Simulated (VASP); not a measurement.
# Mo3Se4 (R-3) in VASP: single point with r2SCAN

Aim: the single point of Mo3Se4 with r2SCAN.

Program: VASP 6.6.1. These are calculated values, not measurements. Logs are shortened: lines on timing, memory, paths and dates and some standing lists are left out, and cuts for length are marked.

### 1 The cell of the first run

Symmetry: R-3, No. 148, trigonal system. Conventional cell: a = 9.696 Å, b = 9.696 Å, c = 11.387 Å, α = 90.00°, β = 90.00°, γ = 120.00°. Within 3.4 Å of Mo (site symmetry 1) lie 5 Se at 2.59 to 2.64 Å and 5 Mo at 2.73 to 3.32 Å. Within 3.9 Å of Se (site symmetry 1) lie 4 Mo at 2.59 to 2.64 Å and 9 Se at 3.43 to 3.86 Å. Within 3.5 Å of Se (site symmetry 3) lie 3 Mo at 2.59 Å and 3 Se at 3.43 Å.

### 2 Single point, r2SCAN

POSCAR

```
Mo3Se4
1.0
    4.8477810000      2.7988640000      3.7956120000
   -4.8477810000      2.7988640000      3.7956120000
    0.0000000000     -5.5977370000      3.7956120000
Mo Se
6 8
Direct
    0.2230000000      0.4129000000      0.5461000000
    0.5461000000      0.2230000000      0.4129000000
    0.4129000000      0.5461000000      0.2230000000
    0.7770000000      0.5871000000      0.4539000000
    0.4539000000      0.7770000000      0.5871000000
    0.5871000000      0.4539000000      0.7770000000
    0.3792000000      0.1274000000      0.7447000000
    0.7447000000      0.3792000000      0.1274000000
    0.1274000000      0.7447000000      0.3792000000
    0.6208000000      0.8726000000      0.2553000000
    0.2553000000      0.6208000000      0.8726000000
    0.8726000000      0.2553000000      0.6208000000
    0.2137000000      0.2137000000      0.2137000000
    0.7863000000      0.7863000000      0.7863000000
```

INCAR.step1

```
ALGO = Normal
EDIFF = 1E-4
ENCUT = 520
GGA = PE
ISMEAR = 0
LASPH = True
LCHARG = False
LREAL = False
LWAVE = True
NBANDS = 79
NELM = 60
PREC = Accurate
SIGMA = 0.0104
```

INCAR.step2

```
ALGO = Normal
EDIFF = 1E-6
ENCUT = 520
ISIF = 2
ISMEAR = 0
ISTART = 1
LASPH = True
LCHARG = False
LMIXTAU = True
LREAL = False
LWAVE = False
METAGGA = R2SCAN
NBANDS = 79
NELM = 60
PREC = Accurate
SIGMA = 0.0104
```

KPOINTS

```
k-points
0
Gamma
  4 4 4
```

Potentials or basis: VASP PAW PBE potentials, release 64 (Mo_sv, Se).

Run with:

```
cat potpaw_PBE.64/Mo_sv/POTCAR potpaw_PBE.64/Se/POTCAR > POTCAR
cp INCAR.step1 INCAR
mpirun -np 1 vasp_std > vasp.out
cp INCAR.step2 INCAR
mpirun -np 1 vasp_std > vasp.out
```

OUTCAR:

```text
EDIFF = 1E-6
   ENCUT = 520
   ISIF = 2
   ISMEAR = 0
   ISTART = 1
   LASPH = True
   LREAL = False
   METAGGA = R2SCAN
   NELM = 60
   PREC = Accurate

 ion  position               nearest neighbor table
   1  0.223  0.413  0.546-  11 2.59  13 2.59   7 2.61   9 2.63  12 2.64   3 2.73   2 2.73   5 2.88
                             6 2.88   4 3.32
   2  0.546  0.223  0.413-  12 2.59  13 2.59   8 2.61   7 2.63  10 2.64   3 2.73   1 2.73   4 2.88
                             6 2.88   5 3.32
   3  0.413  0.546  0.223-  10 2.59  13 2.59   9 2.61   8 2.63  11 2.64   1 2.73   2 2.73   4 2.88
                             5 2.88   6 3.32
   4  0.777  0.587  0.454-   8 2.59  14 2.59  10 2.61  12 2.63   9 2.64   6 2.73   5 2.73   2 2.88
                             3 2.88   1 3.32
   5  0.454  0.777  0.587-   9 2.59  14 2.59  11 2.61  10 2.63   7 2.64   6 2.73   4 2.73   1 2.88
                             3 2.88   2 3.32
   6  0.587  0.454  0.777-   7 2.59  14 2.59  12 2.61  11 2.63   8 2.64   4 2.73   5 2.73   1 2.88
                             2 2.88   3 3.32
   7  0.379  0.127  0.745-   6 2.59   1 2.61   2 2.63   5 2.64
   8  0.745  0.379  0.127-   4 2.59   2 2.61   3 2.63   6 2.64
   9  0.127  0.745  0.379-   5 2.59   3 2.61   1 2.63   4 2.64
  10  0.621  0.873  0.255-   3 2.59   4 2.61   5 2.63   2 2.64
  11  0.255  0.621  0.873-   1 2.59   5 2.61   6 2.63   3 2.64
  12  0.873  0.255  0.621-   2 2.59   6 2.61   4 2.63   1 2.64
  13  0.214  0.214  0.214-   3 2.59   2 2.59   1 2.59
  14  0.786  0.786  0.786-   6 2.59   5 2.59   4 2.59

  LATTYP: Found a trigonal (rhomboedric) cell.
 ALAT       =     6.7632336922
 COS(alpha) =    -0.0275600788

  Lattice vectors:

 A1 = (   4.8477810000,   2.7988640000,   3.7956120000)
 A2 = (  -4.8477810000,   2.7988640000,   3.7956120000)
 A3 = (   0.0000000000,  -5.5977370000,   3.7956120000)

Analysis of symmetry for initial positions (statically):
=====================================================================
 Subroutine PRICEL returns:
 Original cell was already a primitive cell.

 Routine SETGRP: Setting up the symmetry group for a
 trigonal (rhombohedral) supercell.

 Subroutine GETGRP returns: Found  6 space group operations
 (whereof  6 operations were pure point group operations)
 out of a pool of 12 trial point group operations.

The static configuration has the point symmetry S_6 .

Analysis of symmetry for dynamics (positions and initial velocities):
=====================================================================
 Subroutine PRICEL returns:
 Original cell was already a primitive cell.

 Routine SETGRP: Setting up the symmetry group for a
 trigonal (rhombohedral) supercell.

 Subroutine GETGRP returns: Found  6 space group operations
 (whereof  6 operations were pure point group operations)
 out of a pool of 12 trial point group operations.

The dynamic configuration has the point symmetry S_6 .

 Subroutine INISYM returns: Found  6 space group operations
 (whereof  6 operations are pure point group operations),
 and found     1 'primitive' translations

----------------------------------------------------------------------------------------

                                     Primitive cell

  volume of cell :     308.9999

  direct lattice vectors                    reciprocal lattice vectors
     4.847781000  2.798864000  3.795612000     0.103139973  0.059547905  0.087820755
    -4.847781000  2.798864000  3.795612000    -0.103139973  0.059547905  0.087820755
     0.000000000 -5.597737000  3.795612000     0.000000000 -0.119095810  0.087820614

  length of vectors
     6.763230794  6.763230794  6.763233692     0.147973957  0.147973957  0.147973890

  position of ions in fractional coordinates (direct lattice)
     0.223000000  0.412900000  0.546100000
     0.546100000  0.223000000  0.412900000
     0.412900000  0.546100000  0.223000000
     0.777000000  0.587100000  0.453900000
[... 39 lines left out ...]
     0.025784993  0.014886976  0.021955189     0.250000000 -0.000000000  0.000000000
    -0.025784993  0.014886976  0.021955189    -0.000000000  0.250000000  0.000000000
     0.000000000 -0.029773953  0.021955153     0.000000000  0.000000000  0.250000000

  Length of vectors
     0.036993489  0.036993489  0.036993473

  Shift w.r.t. Gamma in fractional coordinates (k-lattice)
     0.000000000  0.000000000  0.000000000

 Subroutine IBZKPT returns following result:
 ===========================================

 Found     14 irreducible k-points:

 Following reciprocal coordinates:
            Coordinates               Weight
  0.000000  0.000000  0.000000      1.000000
  0.250000  0.000000 -0.000000      6.000000
  0.500000  0.000000 -0.000000      3.000000
  0.250000  0.250000 -0.000000      6.000000
  0.500000  0.250000  0.000000      6.000000
  0.500000  0.000000 -0.250000      6.000000
 -0.250000  0.250000  0.000000      6.000000
  0.500000  0.500000 -0.000000      3.000000
  0.250000  0.250000  0.250000      2.000000
  0.500000  0.250000  0.250000      6.000000
 -0.250000  0.250000  0.250000      6.000000
  0.500000  0.500000  0.250000      6.000000
 -0.250000  0.500000  0.250000      6.000000
  0.500000  0.500000  0.500000      1.000000
   k-points           NKPTS =     14   k-points in BZ     NKDIM =     14   number of bands    NBANDS=     79
   number of dos      NEDOS =    301   number of ions     NIONS =     14
   total plane-waves  NPLWV = 125000
   dimension x,y,z NGX =    50 NGY =   50 NGZ =   50
   dimension x,y,z NGXF=   100 NGYF=  100 NGZF=  100
   ions per type =               6   8
   NGX,Y,Z   is equivalent  to a cutoff of  12.29, 12.29, 12.29 a.u.
   NGXF,Y,Z  is equivalent  to a cutoff of  24.58, 24.58, 24.58 a.u.
 SYSTEM =  unknown system
   PREC   = accura    normal or accurate (medium, high low for compatibility)
   ISTART =      1    job   : 0-new  1-cont  2-samecut
   ICHARG =      0    charge: 1-file 2-atom 10-const
   ISPIN  =      1    spin polarized calculation?
   LNONCOLLINEAR =      F non collinear calculations
   LSORBIT =      F    spin-orbit coupling
   LASPH  =      T    aspherical Exc in radial PAW
   ENCUT  =  520.0 eV  38.22 Ry    6.18 a.u.  12.58 12.58 12.58*2*pi/ulx,y,z
   NELM   =     60;   NELMIN=  2; NELMDL=  0     # of ELM steps
   EDIFF  = 0.1E-05   stopping-criterion for ELM
   LREAL  =      F    real-space projection
   EDIFFG = 0.1E-04   stopping-criterion for IOM
   NSW    =      0    number of steps for IOM
   IBRION =     -1    ionic relax: 0-MD 1-quasi-New 2-CG
   NFREE  =      0    steps in history (QN), initial steepest desc. (CG)
   ISIF   =      2    stress and relaxation
   ISYM   =      2    0-nonsym 1-usesym 2-fastsym
   POTIM  = 0.5000    time-step for ionic-motion
   TEBEG  =    0.0;   TEEND  =   0.0 temperature during run
   PSTRESS=    0.0 pullay stress
   NELECT =     132.0000    total number of electrons
   NUPDOWN=      -1.0000    fix difference up-down
   EMIN   =  10.00;   EMAX   =-10.00  energy-range for DOS
   EFERMI =   0.00;   METHOD = LEGACY
   ISMEAR =     0;   SIGMA  =   0.01  broadening in eV -4-tet -1-fermi 0-gaus
   EFERMI_NEDOS =   21; number of points for ismear=-14 and -15
   IALGO  =     38    algorithm
   IMIX   =      4    mixing-type and parameters
     AMIX     =   0.40;   BMIX     =  1.00
     AMIX_MAG =   1.60;   BMIX_MAG =  1.00
  volume/ion in A,a.u.               =      22.07       148.95
  Fermi-wavevector in a.u.,A,eV,Ry     =   1.232954  2.329944 20.683228  1.520174
  Thomas-Fermi vector in A             =   2.367703
   LORBIT       =      0    0 simple, 1 ext, 2 COOP (PROOUT), +10 PAW based schemes
   METAGGA = R2SCAN    functional components
   LHFCALC =     F    Hartree Fock is set to
   AEXX    =    0.0000 exact exchange contribution
   IVDW    =     0    specifies the selected vdW correction
   LEPSILON=     F    determine dielectric tensor
   LRPA    =     F    only Hartree local field effects (RPA)
 non-spin polarized calculation
 Gauss-broadening in eV      SIGMA  =   0.01
  energy-cutoff  :      520.00
  volume of cell :      309.00
 maximum number of plane-waves:      8344
   NGX = 25   NGY = 25   NGZ = 25

 number of electron     131.9999998 magnetization

 Free energy of the ion-electron system (eV)
  ---------------------------------------------------
  ext. energy  EPLUGINS =         0.00000000
  ---------------------------------------------------
  free energy    TOTEN  =      -279.09678199 eV

  energy without entropy =     -279.09610390  energy(sigma->0) =     -279.09644294

 E-fermi :   5.3533     XC(G=0): -10.8788

 val. band max:        5.3504802266   @ k =  -0.2500   0.2500   0.0000
 cond. band min:       5.3671873525   @ k =  -0.2500   0.5000   0.2500
 fundamental gap:      0.0167071259
 Fermi energy:         5.3532730972

 k-point     1 :       0.0000    0.0000    0.0000
  band No.  band energies     occupation
      1     -57.4807      2.00000
      2     -57.4065      2.00000
      3     -57.3628      2.00000
      4     -57.3628      2.00000
      5     -57.3347      2.00000
      6     -57.3347      2.00000
[... 1123 lines left out ...]
     77       8.0248      0.00000
     78       8.1170      0.00000
 [bands above 78 left out]

------------------------ aborting loop because EDIFF is reached ----------------------------------------

  FORCE on cell =-STRESS in cart. coord.  units (eV):
  Direction    XX          YY          ZZ          XY          YZ          ZX
  --------------------------------------------------------------------------------------
  -------------------------------------------------------------------------------------
  Total       -8.6844063     -8.6844022     -9.1611708     -0.0000011      0.0000072      0.0000000
  in kB      -45.0290105    -45.0289891    -47.5010542     -0.0000058      0.0000375      0.0000000
  external PRESSURE =     -45.8530179 kB  Pullay stress =       0.0000000 kB

 VOLUME and BASIS-vectors are now :
 -----------------------------------------------------------------------------
  energy-cutoff  :      520.00
  volume of cell :      309.00
      direct lattice vectors                 reciprocal lattice vectors
     4.847781000  2.798864000  3.795612000     0.103139973  0.059547905  0.087820755
    -4.847781000  2.798864000  3.795612000    -0.103139973  0.059547905  0.087820755
     0.000000000 -5.597737000  3.795612000     0.000000000 -0.119095810  0.087820614

 POSITION                                       TOTAL-FORCE (eV/Angst)
 -----------------------------------------------------------------------------------
     -0.92059     -1.27713      4.48641         0.438122      0.647559      0.304122
      1.56632     -0.15870      4.48641        -0.779864      0.055644      0.304122
     -0.64572      1.43582      4.48641         0.341742     -0.703204      0.304122
      0.92059      1.27712      6.90042        -0.438122     -0.647559     -0.304122
     -1.56632      0.15869      6.90042         0.779864     -0.055644     -0.304122
      0.64572     -1.43582      6.90042        -0.341742      0.703204     -0.304122
      1.22067     -2.75073      4.74945        -0.002229      0.486368      0.104315
      1.77186      2.43249      4.74945        -0.420093     -0.245114      0.104315
     -2.99254      0.31823      4.74945         0.422322     -0.241254      0.104315
     -1.22067      2.75072      6.63739         0.002229     -0.486368     -0.104315
     -1.77186     -2.43250      6.63739         0.420093      0.245114     -0.104315
      2.99254     -0.31824      6.63739        -0.422322      0.241254     -0.104315
      0.00000     -0.00000      2.43337         0.000000     -0.000001      0.790300
      0.00000     -0.00001      8.95347         0.000000      0.000001     -0.790300
 -----------------------------------------------------------------------------------
    total drift:                               -0.000000     -0.000000     -0.000000

  FREE ENERGIE OF THE ION-ELECTRON SYSTEM (eV)
  ---------------------------------------------------
  free  energy   TOTEN  =      -279.0967819912 eV

  energy  without entropy=     -279.0961038959  energy(sigma->0) =     -279.09644294
```

It took 41 min on 1 thread of Intel Xeon 8259CL, shared host; peak memory 0.52 GiB.

What came out:

| Item | Value |
| --- | --- |
| Free energy | -279.0968 eV |
| Pressure | -4.6 GPa |
| Largest force | 0.839 eV/Å |
| Band gap on the k mesh | zero (bands 66 and 67 overlap by 0.02 eV) |

Forces on the atoms (eV/Å):
```
Mo   0.438  0.648  0.304
Mo  -0.780  0.056  0.304
Mo   0.342 -0.703  0.304
Mo  -0.438 -0.648 -0.304
Mo   0.780 -0.056 -0.304
Mo  -0.342  0.703 -0.304
Se  -0.002  0.486  0.104
Se  -0.420 -0.245  0.104
Se   0.422 -0.241  0.104
Se   0.002 -0.486 -0.104
Se   0.420  0.245 -0.104
Se  -0.422  0.241 -0.104
Se   0.000  0.000  0.790
Se   0.000  0.000 -0.790
```

Stress tensor (GPa, compression positive):
```
-4.50  0.00  0.00
 0.00 -4.50  0.00
 0.00  0.00 -4.75
```

Levels at points of the mesh, in eV from the Fermi level:
```csv
k point,band 63,band 64,band 65,band 66,band 67,band 68,band 69,band 70
"(0.00, 0.00, 0.00)",-0.70,-0.14,-0.07,-0.07,0.59,0.59,1.62,1.71
"(0.50, 0.00, 0.00)",-0.61,-0.34,-0.11,-0.02,0.24,0.32,1.57,1.66
"(0.50, 0.50, 0.00)",-0.68,-0.59,-0.19,-0.05,0.06,0.30,1.50,1.60
"(0.50, 0.50, 0.50)",-0.62,-0.62,-0.39,-0.39,-0.02,-0.02,1.86,1.86
```

Caveat: the cell stands under tension; the PAW data sets were made with another functional, which shifts forces and pressure a little.
